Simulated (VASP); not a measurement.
A run of VASP 6.6.1 is set up as follows.

The input INCAR:

```
PREC     = Accurate       # precision mode
ENCUT    = 520            # plane-wave cutoff, eV
EDIFF    = 1E-6           # SCF threshold, eV
ISMEAR   = 0              # smearing method
SIGMA    = 0.05           # smearing width, eV
LREAL    = False          # projectors in reciprocal space
LASPH    = True           # aspherical terms in the spheres
NELM     = 150            # most SCF steps
ALGO     = Normal         # electronic algorithm
ISIF     = 2              # what is computed and relaxed
LWAVE    = False          # write WAVECAR
LCHARG   = False          # write CHGCAR
ISPIN    = 2              # spin polarisation
MAGMOM   = 0 0 0 0 1      # initial moments
LORBIT   = 11             # projections on sites
LDIPOL   = True         
IDIPOL   = 3            
DIPOL    = 0.5 0.5 0.348
GGA      = PE             # functional
NBANDS   = 30             # bands
```

KPOINTS

```
Automatic mesh
0
Gamma
  9 9 1
```

File POSCAR:

```
Ga2HN2
1.0
    3.2165072889      0.0000000000      0.0000000000
   -1.6082536444      2.7855770236      0.0000000000
    0.0000000000      0.0000000000     19.1000974262
N Ga H
2 2 1
Direct
    0.0000000000      0.0000000000      0.2094230155
    0.3333333333      0.6666666667      0.3979088303
    0.3333333333      0.6666666667      0.2437980654
    0.6666666667      0.3333333333      0.3952208477
    0.6666666667      1.3333333333      0.4914446433
```

Potentials or basis: VASP PAW PBE potentials, release 64 (N, Ga_d, H).

Run with:

```sh
$ cat potpaw_PBE.64/N/POTCAR potpaw_PBE.64/Ga_d/POTCAR potpaw_PBE.64/H/POTCAR > POTCAR
$ mpirun -np 1 vasp_std > vasp.out
```

Q: What does it give for the net moment?

A: 0.96 μB per cell.

Q: Predict the band gap on the k mesh.

A: Zero (filled and empty bands overlap).

Forces on the atoms (eV/Å):
```
N    0.000  0.000  2.749
N    0.000  0.000 -1.550
Ga   0.000  0.000 -2.614
Ga   0.000  0.000  1.437
H    0.000  0.000 -0.023
```
